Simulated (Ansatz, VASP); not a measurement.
## B in VASP and in Ansatz

INCAR

```
  PREC = Accurate
  ENCUT = 910
  EDIFF = 1E-7
  ISMEAR = 0
  SIGMA = 0.1
  LREAL = F
  LASPH = T
  NELM = 120
  ALGO = Normal
  ISIF = 3
  LWAVE = F
  LCHARG = F
  GGA = PE
  IBRION = 2
  NSW = 100
  EDIFFG = -0.01
  GGA_COMPAT = F
  NELMIN = 4
```

Contents of KPOINTS:

```
Automatic mesh
0
Gamma
  36 36 10
```

The input POSCAR:

```
B
1.0
    1.8469669061      0.0000000000      0.0000000000
   -0.9234834530      1.5995202606      0.0000000000
    0.0000000000      0.0000000000      5.5227976792
B
2
Direct
    0.0000000000      0.0000000000      0.1641726181
    0.0000000000      0.0000000000      0.8358273819
```

Input for Ansatz:

```yaml
crystal:
  lattice:
    - [1.8469669061, 0.0, 0.0]
    - [-0.923483453, 1.5995202606, 0.0]
    - [0.0, 0.0, 5.5227976792]
  atoms:
    - { symbol: B, position: [0.0, 0.0, 0.1641726181] }
    - { symbol: B, position: [0.0, 0.0, 0.8358273819] }
basis:
  ecutwfc: 420
kpoints:
  mp_grid: { grid: [36, 36, 10] }
hamiltonian:
  xc: pbe
scf:
  occupations: { method: gaussian, width: 0.1 }
output:
  forces: true
  stress: true
  eigenvalues: true
relax:
  adjacent_minimum: "off"
  f_tol: 0.01
  max_steps: 80
  cell: { stress_tol: 0.05 }
```

Alike in both runs: task relaxation of cell and atoms; functional PBE; k mesh 36 × 36 × 10; occupations gaussian, width 0.1 eV; no spin polarisation.

|  | VASP | Ansatz |
| --- | --- | --- |
| version | VASP 6.6.1 | Ansatz 0.2.0 |
| potentials or method | VASP PAW PBE potentials, release 64 (B_h), cutoff 910 eV | scalar-relativistic, plane waves, PAW |
| valence electrons in the cell | 6 | 6 |

Ansatz gave:

- gap on the k mesh at the Fermi level, each at its own relaxed structure (eV): none
- relaxed volume (Å³/atom): 8.30
- relaxed length of the cell vector where the two differ most in proportion (Å): 5.591

Problem. Estimate VASP's values.

Solution. gap on the k mesh at the Fermi level, each at its own relaxed structure (eV): none; relaxed volume (Å³/atom): 8.16; relaxed length of the cell vector where the two differ most in proportion (Å): 5.503.

A gap of «none» marks a metal or a gap that the smearing closes.
